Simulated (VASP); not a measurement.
# Si (a cell with a defect) in VASP: further runs, part 3 of 3

VASP 6.6.1. The steps go on from the part before.

### 5 Single point, PBE, collinear spin, zero start

The input, INCAR:

```
PREC = Accurate
ENCUT = 520
EDIFF = 1E-6
ISMEAR = -1
SIGMA = 0.05
LREAL = Auto
LASPH = True
NELM = 150
ALGO = Normal
ISIF = 2
LWAVE = False
LCHARG = True
ISPIN = 2
MAGMOM = 0 0 0 0 0 0 0 0 0 0 0 0 0 0 0 0 0 0 0 0 0 0 0 0 0 0 0 0 0 0 0 0 0 0 0 0 0 0 0 0 0 0 0 0 0 0 0 0 0 0 0 0 0 0 0 0 0 0 0 0 0 0 0
LORBIT = 11
GGA = PE
LELF = True
LVHAR = True
NELECT = 251.0
NBANDS = 167
```

The input, KPOINTS:

```
Automatic mesh
0
Gamma
  1 1 1
```

The input, POSCAR:

```
Si
1.0
   10.8600000000      0.0000000000      0.0000000000
    0.0000000000     10.8600000000      0.0000000000
    0.0000000000      0.0000000000     10.8600000000
Si
63
Direct
    0.4995502762      0.0005240331      0.0000118785
    0.6221034991      0.1266013812      0.1260917127
    0.7490346225      0.2485856354     -0.0000298343
    0.8744581031      0.3759784530      0.1251862799
    0.7490418969      0.0004826888      0.2480692449
    0.8744623389      0.1257055249      0.3754639963
   -0.0004145488      0.0016007366      0.0010898711
    0.1221540516      0.1323557090      0.1318379374
    0.2478136280      0.2522617864      0.0028107735
    0.3677280847      0.3779210866      0.1318299263
    0.4984788214      0.5004921731      0.0010848066
    0.6249058011      0.6264058932      0.1240702578
    0.7507421731      0.7493335175     -0.0027543278
    0.8736720074      0.8751683241      0.1240701657
    0.2478093923      0.0033336096      0.2517530387
    0.3676924494      0.1323830571      0.3774113260
    0.4967425414      0.2522646409      0.2517519337
    0.6248018416      0.3754404236      0.3749292818
    0.7497964088      0.5003988029      0.2493618785
    0.8884346225      0.6116396869      0.3727625230
    0.4984575506      0.0016168508      0.4999702578
    0.6248994475      0.1245784530      0.6258894107
    0.7497916206      0.2498671271      0.4998864641
    0.8884219153      0.3732600368      0.6111430018
    0.7507384899     -0.0022435543      0.7488197974
    0.8736627993      0.1245768877      0.8746652855
   -0.0001724678      0.5002478821     -0.0004784530
    0.1240978821      0.6256159300      0.1251861878
    0.2514893186      0.7510409761     -0.0000300184
    0.3734722836      0.8779719153      0.1260921731
   -0.0012404236      0.2618722836      0.2613494475
    0.2382185083      0.5013161142      0.2613354512
    0.3743702578      0.6256122468      0.3754633517
    0.4995916206      0.7510348987      0.2480704420
    0.6268925414      0.8731829650      0.3750421731
   -0.0001709945      0.0000388582      0.4997342541
    0.1240953039      0.1257059853      0.6251044199
    0.2381533149      0.2619238490      0.5008006446
    0.3743700737      0.3759802026      0.6251054328
    0.5000362799      0.5002463168      0.4997344383
    0.6279360037      0.6238063536      0.6232885820
    0.7575397790      0.7425354512      0.4973197053
    0.8762696133      0.8721386740      0.6232889503
    0.2514932781      0.0004825967      0.7505166667
    0.3734743094      0.1265995396      0.8774534991
    0.4995918048      0.2485824125      0.7505185083
    0.6268993554      0.3755582873      0.8726579190
    0.7575414365      0.4978379374      0.7420169429
    0.8762701657      0.6238057090      0.8716232965
   -0.0003225599      0.7502764273      0.2493623389
    0.1246340700      0.8752722836      0.3749291897
    0.0404274401      0.4596327808      0.4591849908
    0.1268114180      0.6116498158      0.6111402394
    0.2502055249      0.7502802947      0.4998851750
    0.3754953959      0.8751732044      0.6258872007
   -0.0003297422      0.2498633517      0.7497767956
    0.1246332413      0.3754410681      0.8747581952
    0.2502093923      0.5004045120      0.7497756906
    0.3754965009      0.6264126151      0.8746637201
    0.5023172192      0.7493360037      0.7488188766
    0.6248110497      0.8752625230      0.8747516575
    0.0022384899      0.7425345304      0.7420180479
    0.1245174954      0.8731780847      0.8726596685
```

The run is started by

```console
> cat potpaw_PBE.64/Si/POTCAR > POTCAR
> mpirun -np 1 vasp_gam > vasp.out
```

Run time: 24 min. Hardware: 1 thread of Intel Xeon 8259CL, shared host; peak memory 1.4 GiB.

The run converged. Its results:

```yaml
Free_energy: -338.0590 eV
Largest_force: 0.349 eV/Å
Net_moment: 0.00 μB per cell
Valence_electrons_inside_the_program's_atomic_spheres: Si 1.69, 1.67, 1.70, 1.65, 1.63, 1.52 (each value once)
```

Forces on the atoms (eV/Å):
```
Si   0.000  0.001 -0.001
Si   0.005 -0.004 -0.004
Si   0.005 -0.006  0.001
Si   0.001  0.006 -0.002
Si   0.003  0.001 -0.005
Si   0.001 -0.003  0.005
Si  -0.007 -0.007 -0.006
Si   0.017 -0.023 -0.023
Si   0.001  0.000 -0.005
Si   0.023 -0.016 -0.022
Si   0.008  0.007 -0.007
Si   0.005 -0.006 -0.002
Si   0.000  0.000  0.000
Si   0.006 -0.004 -0.002
Si   0.001 -0.005 -0.001
Si   0.023 -0.023 -0.015
Si   0.004 -0.001 -0.002
Si   0.008 -0.007 -0.002
Si  -0.002  0.000 -0.006
Si  -0.015  0.015 -0.010
Si   0.006 -0.007  0.007
Si   0.004 -0.001 -0.006
Si  -0.006 -0.007 -0.003
Si  -0.015 -0.011  0.015
Si  -0.001  0.001  0.002
Si   0.005 -0.002 -0.005
Si   0.000  0.000 -0.005
Si  -0.005 -0.001 -0.002
Si   0.005 -0.005  0.001
Si   0.004 -0.005 -0.004
Si   0.011 -0.039 -0.038
Si   0.038 -0.012 -0.038
Si   0.003 -0.001  0.005
Si  -0.001 -0.004 -0.006
Si   0.004 -0.005 -0.005
Si  -0.001 -0.002 -0.007
Si  -0.006 -0.003 -0.001
Si   0.038 -0.039 -0.008
Si   0.003  0.006 -0.001
Si   0.003  0.001 -0.005
Si  -0.004  0.000  0.000
Si  -0.011  0.010  0.009
Si   0.000  0.005  0.000
Si   0.005  0.001 -0.003
Si   0.005 -0.003 -0.005
Si  -0.001 -0.006 -0.003
Si   0.005 -0.005 -0.003
Si  -0.010  0.007  0.011
Si   0.001 -0.001  0.005
Si   0.000  0.002 -0.007
Si   0.006 -0.008 -0.002
Si  -0.201  0.201  0.202
Si   0.012  0.016  0.014
Si   0.007  0.005 -0.003
Si   0.002 -0.004 -0.005
Si  -0.003 -0.006 -0.001
Si   0.004 -0.005 -0.004
Si   0.006  0.003  0.000
Si   0.002 -0.005 -0.005
Si  -0.001  0.002  0.002
Si   0.003 -0.004  0.001
Si  -0.007  0.010  0.011
Si   0.005 -0.005 -0.003
```

Levels at points of the mesh, in eV from the Fermi level:
Spin up:
| k point | band 122 | band 123 | band 124 | band 125 | band 126 | band 127 | band 128 | band 129 |
| --- | --- | --- | --- | --- | --- | --- | --- | --- |
| (0.00, 0.00, 0.00) | -1.44 | -0.81 | -0.81 | -0.67 | 0.06 | 0.06 | 0.21 | 0.30 |
Spin down:
| k point | band 122 | band 123 | band 124 | band 125 | band 126 | band 127 | band 128 | band 129 |
| --- | --- | --- | --- | --- | --- | --- | --- | --- |
| (0.00, 0.00, 0.00) | -1.44 | -0.81 | -0.81 | -0.67 | 0.06 | 0.06 | 0.21 | 0.30 |

Caveat: the k points lie up to 0.58 Å⁻¹ apart; the cell carries a net charge on a neutralising background, which shifts energy and pressure; the cell is charged against a uniform background, so pressure and absolute levels hang on convention; no moment was typed at the start, so none could form.
